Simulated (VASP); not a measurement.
Here is a VASP 6.6.1 calculation.

Contents of INCAR:

```
PREC = Accurate
ENCUT = 520
EDIFF = 1E-7
ISMEAR = -1
SIGMA = 0.05
LREAL = F
LASPH = T
NELM = 80
ALGO = Normal
ISIF = 2
LWAVE = F
LCHARG = F
GGA = B5
ALDAX = 1.0
AGGAX = 1.0
AGGAC = 1.0
ALDAC = 0.0
IVDW = 12
VDW_S6 = 1.0
VDW_S8 = 2.6996
VDW_A1 = 0.4298
VDW_A2 = 4.2359
NBANDS = 56
```

KPOINTS

```
Automatic mesh
0
Gamma
  5 6 5
```

POSCAR

```
HfO2
1.0
    5.2774682828      0.0000000000      0.0000000000
    0.0000000000      5.0569895525      0.0000000000
    0.0000000000      0.0000000000      5.0885138041
Hf O
4 8
Direct
    0.9676284154      0.7333808163      0.7410785487
    0.5323715846      0.7333808163      0.2410785487
    0.4676284154      0.2666191837      0.7410785487
    0.0323715846      0.2666191837      0.2410785487
    0.6332095276      0.9305843788      0.8813200625
    0.8667904724      0.9305843788      0.3813200625
    0.2318117227      0.5397334385      0.4906013888
    0.2681882773      0.5397334385      0.9906013888
    0.7681882773      0.4602665615      0.9906013888
    0.7318117227      0.4602665615      0.4906013888
    0.1332095276      0.0694156212      0.8813200625
    0.3667904724      0.0694156212      0.3813200625
```

Potentials or basis: VASP PAW PBE potentials, release 64 (Hf_pv, O).

Launch:

```sh
$ cat potpaw_PBE.64/Hf_pv/POTCAR potpaw_PBE.64/O/POTCAR > POTCAR
$ mpirun -np 1 vasp_std > vasp.out
```

Problem. What does it give for the largest force?

Solution. 0.045 eV/Å.

Problem. Predict the pressure.

Solution. -2.5 GPa.

Problem. Predict the band gap on the k mesh.

Solution. 4.38 eV, indirect (least direct gap 4.59 eV).

Problem. Predict the dispersion energy per atom.

Solution. -0.522 eV.

Stress tensor (GPa, compression positive):
```
-2.53  0.00  0.00
 0.00 -2.46  0.00
 0.00  0.00 -2.42
```

Caveat: the PAW data sets were made with another functional, which shifts forces and pressure a little; spin-orbit coupling is left out, which moves the levels of the heavy elements. A k mesh can miss the band edges.
